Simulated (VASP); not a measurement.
Here is a VASP 6.6.1 calculation.

File INCAR:

```
SYSTEM = Al9N
ALGO     = Normal         ! electronic algorithm
DIPOL    = 0.5 0.5 0.306
EDIFF    = 1E-7           ! SCF threshold, eV
ENCUT    = 520            ! plane-wave cutoff, eV
GGA      = PE             ! functional
IDIPOL   = 3            
ISIF     = 2              ! what is computed and relaxed
ISMEAR   = 0              ! smearing method
LASPH    = .True.         ! aspherical terms in the spheres
LCHARG   = .True.         ! write CHGCAR
LDIPOL   = .True.       
LELF     = .True.         ! ELF
LREAL    = Auto         
LVACPOTAV= .True.       
LVHAR    = .True.       
LWAVE    = .False.        ! write WAVECAR
NBANDS   = 48             ! bands
NELM     = 80             ! most SCF steps
PREC     = Accurate       ! precision mode
SIGMA    = 0.1            ! smearing width, eV
```

File KPOINTS:

```
k-points
0
Gamma
  5 3 1
  0 0 0
```

Contents of POSCAR:

```
Al9N
1.0
    5.7070863110      0.0000000000      0.0000000000
   -1.4267715777      9.7014842372      0.0000000000
    0.0000000000      0.0000000000     22.7903703877
Al N
18 2
Direct
    0.2662216041      0.0648864163      0.1755127245
    0.7662216041      0.0648864163      0.1755127245
    0.3354806058      0.3419224231      0.2192029851
    0.8354806058      0.3419224231      0.2192029851
    0.1493324061      0.5973296244      0.2279410371
    0.6493324061      0.5973296244      0.2279410371
    0.4631842064      0.8527368258      0.2366790893
    0.9631842064      0.8527368258      0.2366790893
    0.0319772075      0.1277109158      0.2808262501
    0.5319772075      0.1277109158      0.2808262501
    0.0997917578      0.4042231245      0.3301071117
    0.5997917578      0.4042231245      0.3301071117
    0.4144000538      0.6596656467      0.3369822073
    0.9144000538      0.6596656467      0.3369822073
    0.2263076930      0.9110819227      0.3449259125
    0.7263076930      0.9110819227      0.3449259125
    0.2962427187      0.1814071959      0.3857054641
    0.7962427187      0.1814071959      0.3857054641
    0.3421762013      0.9110819227      0.5173400075
    0.6104391846      0.9110819227      0.5173400075
```

Potentials or basis: VASP PAW PBE potentials, release 64 (Al, N).

Command:

```sh
$ cat potpaw_PBE.64/Al/POTCAR potpaw_PBE.64/N/POTCAR > POTCAR
$ mpirun -np 1 vasp_std > vasp.out
```

Q: What does it give for the largest force?

A: 13.790 eV/Å.

Q: What does it give for the band gap on the k mesh?

A: Zero (bands 32 and 33 overlap by 0.71 eV).

Forces in eV/Å, atoms in the order of the input:
```
Al   -0.015   0.158   0.016
Al    0.003   0.151   0.017
Al   -0.006   0.032   0.057
Al    0.018   0.045   0.054
Al   -0.002  -0.069   0.016
Al    0.000  -0.070   0.015
Al   -0.005  -0.097  -0.130
Al    0.007  -0.093  -0.125
Al   -0.001   0.000  -0.002
Al    0.001   0.006  -0.014
Al    0.000  -0.013   0.004
Al    0.010  -0.017   0.001
Al   -0.010  -0.007   0.018
Al   -0.003  -0.014   0.015
Al   -0.007  -0.012   0.055
Al    0.004  -0.004   0.048
Al    0.002  -0.019   0.050
Al    0.002  -0.026   0.055
N    13.789   0.019  -0.077
N   -13.787   0.029  -0.073
```
